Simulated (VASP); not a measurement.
# GaN (Fm-3m) in VASP: further runs, part 2 of 2

VASP 6.6.1.

## (4) Electric field gradients, PBEsol (volume scaled by 0.96)

File INCAR:

```
SYSTEM = GaN
ALGO = Normal
EDIFF = 1E-8
ENCUT = 520
GGA = PS
ISIF = 2
ISMEAR = -1
LASPH = .TRUE.
LCHARG = .FALSE.
LEFG = .TRUE.
LREAL = .FALSE.
LWAVE = .FALSE.
NBANDS = 16
NELM = 60
PREC = Accurate
SIGMA = 0.02
```

File KPOINTS:

```
k-points
0
G
  13 13 13
  0 0 0
```

File POSCAR:

```
GaN
1.0
    0.0000000000      1.9655710232      1.9655710232
    1.9655710232      0.0000000000      1.9655710232
    1.9655710232      1.9655710232      0.0000000000
Ga N
1 1
Direct
    0.5000000000      0.5000000000      0.5000000000
    0.0000000000      0.0000000000      0.0000000000
```

Potentials or basis: VASP PAW PBE potentials, release 64 (Ga_d, N).

Command:

```
$ cat potpaw_PBE.64/Ga_d/POTCAR potpaw_PBE.64/N/POTCAR > POTCAR
$ mpirun -np 1 vasp_std > vasp.out
```

OUTCAR:

```text
SYSTEM = GaN
   EDIFF = 1E-8
   ENCUT = 520
   GGA = PS
   ISIF = 2
   ISMEAR = -1
   LASPH = .TRUE.
   LREAL = .FALSE.
   NELM = 60
   PREC = Accurate

 ion  position               nearest neighbor table
   1  0.500  0.500  0.500-   2 1.97   2 1.97   2 1.97   2 1.97   2 1.97   2 1.97
   2  0.000  0.000  0.000-   1 1.97   1 1.97   1 1.97   1 1.97   1 1.97   1 1.97

  LATTYP: Found a face centered cubic cell.
 ALAT       =     3.9311420464

  Lattice vectors:

 A1 = (   0.0000000000,   1.9655710232,   1.9655710232)
[... 669 lines left out ...]
  ---------------------------------------------------
  free  energy   TOTEN  =       -11.5062147546 eV

  energy  without entropy=      -11.5062147546  energy(sigma->0) =      -11.50621475

 Electric field gradients (V/A^2)
---------------------------------------------------------------------
 ion       V_xx      V_yy      V_zz      V_xy      V_xz      V_yz
---------------------------------------------------------------------
   1      -0.000    -0.000    -0.000    -0.002    -0.002    -0.002
   2       0.000     0.000     0.000     0.000     0.000     0.000
---------------------------------------------------------------------

 Electric field gradients after diagonalization (V/A^2)
 (convention: |V_zz| > |V_xx| > |V_yy|)
----------------------------------------------------------------------
 ion       V_xx      V_yy      V_zz     asymmetry (V_yy - V_xx)/ V_zz
----------------------------------------------------------------------
   1       0.002     0.002    -0.003       0.000
   2      -0.000    -0.000     0.001       0.000
----------------------------------------------------------------------

           NMR quadrupolar parameters

 Cq : quadrupolar parameter    Cq=e*Q*V_zz/h
 eta: asymmetry parameters     (V_yy - V_xx)/ V_zz
 Q  : nuclear electric quadrupole moment in mb (millibarn)
----------------------------------------------------------------------
 ion       Cq(MHz)       eta       Q (mb)
----------------------------------------------------------------------
   1      -0.000       0.000       1.000
   2       0.000       0.000       1.000
----------------------------------------------------------------------
```

stdout:

```text
POSCAR found type information on POSCAR GaN
 POSCAR found :  2 types and       2 ions
 scaLAPACK will be used
 -----------------------------------------------------------------------------
|                                                                             |
|                                                                             |
|     You enforced a specific xc type in the INCAR file but a different       |
|     I HOPE YOU KNOW WHAT YOU ARE DOING!                                     |
|                                                                             |
 -----------------------------------------------------------------------------

 LDA part: xc-table for (Slater+PW92), standard interpolation
 POSCAR, INCAR and KPOINTS ok, starting setup
 FFT: planning ... GRIDC
 FFT: planning ... GRID_SOFT
 FFT: planning ... GRID
 WAVECAR not read
 entering main loop
ion   1

ion   2
```

Wall time 25 s (1 thread of Intel Xeon Platinum 8259CL at 2.50GHz (Skylake/Cascade Lake), shared host); peak memory 0.15 GiB.

Results:

| Item | Value |
| --- | --- |
| Free energy | -11.5062 eV |
| Pressure | 80.4 GPa |
| Band gap on the k mesh | 2.12 eV, indirect (least direct gap 5.72 eV) |

Levels at points of the mesh, in eV from the valence-band top:
```
           k point  band 7  band 8  band 9  band 10  band 11  band 12
(0.00, 0.00, 0.00)   -0.84   -0.84   -0.84     5.01    15.95    15.95
```

Caveat: without QUAD_EFG the Cq values of the log hold for a quadrupole moment of 1 mb, not for the nuclei; the PAW data sets were made with another functional, which shifts forces and pressure a little. A k mesh can miss the band edges.

## (5) Electric field gradients, PBEsol (volume scaled by 0.97)

File INCAR:

```
SYSTEM = GaN
PREC = Accurate ; ENCUT = 520
EDIFF = 1E-8 ; ISMEAR = -1
SIGMA = 0.02 ; LREAL = .FALSE.
LASPH = .TRUE. ; NELM = 100
ALGO = Normal ; ISIF = 2
LWAVE = .FALSE. ; LCHARG = .FALSE.
GGA = PS ; LEFG = .TRUE.
NBANDS = 16
```

File KPOINTS:

```
Automatic mesh
0
G
  13 13 13
  0 0 0
```

File POSCAR:

```
GaN
1.0
    0.0000000000      1.9723723612      1.9723723612
    1.9723723612      0.0000000000      1.9723723612
    1.9723723612      1.9723723612      0.0000000000
Ga N
1 1
Direct
    0.5000000000      0.5000000000      0.5000000000
    0.0000000000      0.0000000000      0.0000000000
```

Potentials or basis: VASP PAW PBE potentials, release 64 (Ga_d, N).

Command:

```
$ cat potpaw_PBE.64/Ga_d/POTCAR potpaw_PBE.64/N/POTCAR > POTCAR
$ mpirun -np 1 vasp_std > vasp.out
```

OUTCAR:

```text
SYSTEM = GaN
   PREC = Accurate
   ENCUT = 520
   EDIFF = 1E-8
   ISMEAR = -1
   LREAL = .FALSE.
   LASPH = .TRUE.
   NELM = 100
   ISIF = 2
   GGA = PS

 ion  position               nearest neighbor table
   1  0.500  0.500  0.500-   2 1.97   2 1.97   2 1.97   2 1.97   2 1.97   2 1.97
   2  0.000  0.000  0.000-   1 1.97   1 1.97   1 1.97   1 1.97   1 1.97   1 1.97

  LATTYP: Found a face centered cubic cell.
 ALAT       =     3.9447447224

  Lattice vectors:

 A1 = (   0.0000000000,   1.9723723612,   1.9723723612)
 A2 = (   1.9723723612,   0.0000000000,   1.9723723612)
 A3 = (   1.9723723612,   1.9723723612,   0.0000000000)

Analysis of symmetry for initial positions (statically):
=====================================================================
 Subroutine PRICEL returns:
 Original cell was already a primitive cell.

 Routine SETGRP: Setting up the symmetry group for a
 face centered cubic supercell.

 Subroutine GETGRP returns: Found 48 space group operations
 (whereof 48 operations were pure point group operations)
 out of a pool of 48 trial point group operations.

The static configuration has the point symmetry O_h .

Analysis of symmetry for dynamics (positions and initial velocities):
=====================================================================
 Subroutine PRICEL returns:
 Original cell was already a primitive cell.

 Routine SETGRP: Setting up the symmetry group for a
 face centered cubic supercell.

 Subroutine GETGRP returns: Found 48 space group operations
 (whereof 48 operations were pure point group operations)
 out of a pool of 48 trial point group operations.

The dynamic configuration has the point symmetry O_h .

[... 151 lines left out ...]
 Fermi energy:        11.1705728306

 k-point     1 :       0.0000    0.0000    0.0000
  band No.  band energies     occupation
      1      -9.0044      2.00000
      2      -3.3348      2.00000
      3      -3.3348      2.00000
      4      -3.3348      2.00000
      5      -3.1679      2.00000
      6      -3.1679      2.00000
[... 433 lines left out ...]
      3      -3.4963      2.00000
      4      -3.3896      2.00000
      5      -2.9171      2.00000
      6      -2.6483      2.00000
[... 8 lines left out ...]
     15      33.8270      0.00000
     16      37.2886      0.00000

 [... further k-points ...]
[... 5 lines left out ...]
  --------------------------------------------------------------------------------------
  -------------------------------------------------------------------------------------
  Total        7.1648264      7.1648264      7.1648264      0.0000000      0.0000000      0.0000000
  in kB      748.0308912    748.0308912    748.0308912      0.0000000      0.0000000      0.0000000
  external PRESSURE =     748.0308912 kB  Pullay stress =       0.0000000 kB

 VOLUME and BASIS-vectors are now :
 -----------------------------------------------------------------------------
  energy-cutoff  :      520.00
  volume of cell :       15.35
      direct lattice vectors                 reciprocal lattice vectors
     0.000000000  1.972372361  1.972372361    -0.253501828  0.253501828  0.253501828
     1.972372361  0.000000000  1.972372361     0.253501828 -0.253501828  0.253501828
     1.972372361  1.972372361  0.000000000     0.253501828  0.253501828 -0.253501828

 POSITION                                       TOTAL-FORCE (eV/Angst)
 -----------------------------------------------------------------------------------
      1.97237      1.97237      1.97237        -0.000000     -0.000000      0.000000
      0.00000      0.00000      0.00000         0.000000      0.000000     -0.000000
 -----------------------------------------------------------------------------------
    total drift:                                0.000000     -0.000000      0.000000

  FREE ENERGIE OF THE ION-ELECTRON SYSTEM (eV)
  ---------------------------------------------------
  free  energy   TOTEN  =       -11.5829996137 eV

  energy  without entropy=      -11.5829996137  energy(sigma->0) =      -11.58299961

 Electric field gradients (V/A^2)
---------------------------------------------------------------------
 ion       V_xx      V_yy      V_zz      V_xy      V_xz      V_yz
---------------------------------------------------------------------
   1      -0.000     0.000     0.000    -0.002    -0.002    -0.002
   2       0.000    -0.000     0.000     0.000     0.000     0.000
---------------------------------------------------------------------

 Electric field gradients after diagonalization (V/A^2)
 (convention: |V_zz| > |V_xx| > |V_yy|)
----------------------------------------------------------------------
 ion       V_xx      V_yy      V_zz     asymmetry (V_yy - V_xx)/ V_zz
----------------------------------------------------------------------
   1       0.002     0.002    -0.004       0.000
   2      -0.000    -0.000     0.000       0.000
----------------------------------------------------------------------

           NMR quadrupolar parameters

 Cq : quadrupolar parameter    Cq=e*Q*V_zz/h
 eta: asymmetry parameters     (V_yy - V_xx)/ V_zz
 Q  : nuclear electric quadrupole moment in mb (millibarn)
----------------------------------------------------------------------
 ion       Cq(MHz)       eta       Q (mb)
----------------------------------------------------------------------
   1      -0.000       0.000       1.000
   2       0.000       0.000       1.000
----------------------------------------------------------------------
```

OSZICAR:

```text
N       E                     dE             d eps       ncg     rms          rms(c)
DAV:   1     0.699252500072E+02    0.69925E+02   -0.87378E+03  3056   0.225E+03
DAV:   2    -0.982414309843E+01   -0.79749E+02   -0.74896E+02  3032   0.321E+02
DAV:   3    -0.135145679076E+02   -0.36904E+01   -0.36781E+01  3096   0.602E+01
DAV:   4    -0.135414638037E+02   -0.26896E-01   -0.26894E-01  3304   0.521E+00
DAV:   5    -0.135417135686E+02   -0.24976E-03   -0.24976E-03  3248   0.466E-01    0.765E+00
DAV:   6    -0.116527297757E+02    0.18890E+01   -0.35264E+00  3976   0.485E+01    0.257E+00
DAV:   7    -0.116087836185E+02    0.43946E-01   -0.30766E-01  3048   0.524E+00    0.165E+00
DAV:   8    -0.115846931791E+02    0.24090E-01   -0.23294E-02  3720   0.277E+00    0.343E-01
DAV:   9    -0.115830545772E+02    0.16386E-02   -0.53476E-03  3576   0.249E+00    0.717E-02
DAV:  10    -0.115830005595E+02    0.54018E-04   -0.31887E-04  3056   0.221E-01    0.247E-02
DAV:  11    -0.115829997343E+02    0.82519E-06   -0.46628E-05  3536   0.101E-01    0.191E-02
DAV:  12    -0.115829996035E+02    0.13081E-06   -0.21270E-06  3056   0.172E-02    0.600E-03
DAV:  13    -0.115829995925E+02    0.11031E-07   -0.93794E-08  3464   0.381E-03    0.272E-03
DAV:  14    -0.115829996076E+02   -0.15079E-07   -0.13571E-08  2464   0.145E-03    0.472E-04
DAV:  15    -0.115829996137E+02   -0.61400E-08   -0.27131E-09  1720   0.482E-04
   1 F= -.11583000E+02 E0= -.11583000E+02  d E =-.693193E-13
```

stdout:

```text
POSCAR found type information on POSCAR GaN
 POSCAR found :  2 types and       2 ions
 scaLAPACK will be used
 -----------------------------------------------------------------------------
|                                                                             |
|                                                                             |
|     You enforced a specific xc type in the INCAR file but a different       |
|     I HOPE YOU KNOW WHAT YOU ARE DOING!                                     |
|                                                                             |
 -----------------------------------------------------------------------------

 LDA part: xc-table for (Slater+PW92), standard interpolation
 POSCAR, INCAR and KPOINTS ok, starting setup
 FFT: planning ... GRIDC
 FFT: planning ... GRID_SOFT
 FFT: planning ... GRID
 WAVECAR not read
 entering main loop
ion   1

ion   2
```

Run time: 24 s. Hardware: 1 thread of Intel Xeon Platinum 8259CL at 2.50GHz (Skylake/Cascade Lake), shared host; peak memory 0.15 GiB.

Results:

```yaml
Free_energy: -11.5830 eV
Pressure: 74.8 GPa
Band_gap_on_the_k_mesh: 2.04 eV, indirect (least direct gap 5.68 eV)
```

Caveat: without QUAD_EFG the Cq values of the log hold for a quadrupole moment of 1 mb, not for the nuclei; the PAW data sets were made with another functional, which shifts forces and pressure a little.

## (6) The runs side by side

```tsv
cell	gap on the mesh (eV)	pressure (GPa)
a = 2.799 Å, angles 60.0°, 2 atoms	1.96	69.4
a = 2.780 Å, angles 60.0°, 2 atoms	2.12	80.4
a = 2.789 Å, angles 60.0°, 2 atoms	2.04	74.8
```

Alike in all rows: task electric field gradients; level PBEsol; potentials or basis VASP PAW PBE potentials, release 64 (Ga_d, N); no spin polarisation; k mesh 13 × 13 × 13; cutoff (eV) 520; smearing fermi-dirac 0.02 eV.

Caveats: the PAW data sets were made with another functional, which shifts forces and pressure a little.

Total energies depend on the potentials used, so only differences within one code and one set of settings carry meaning.
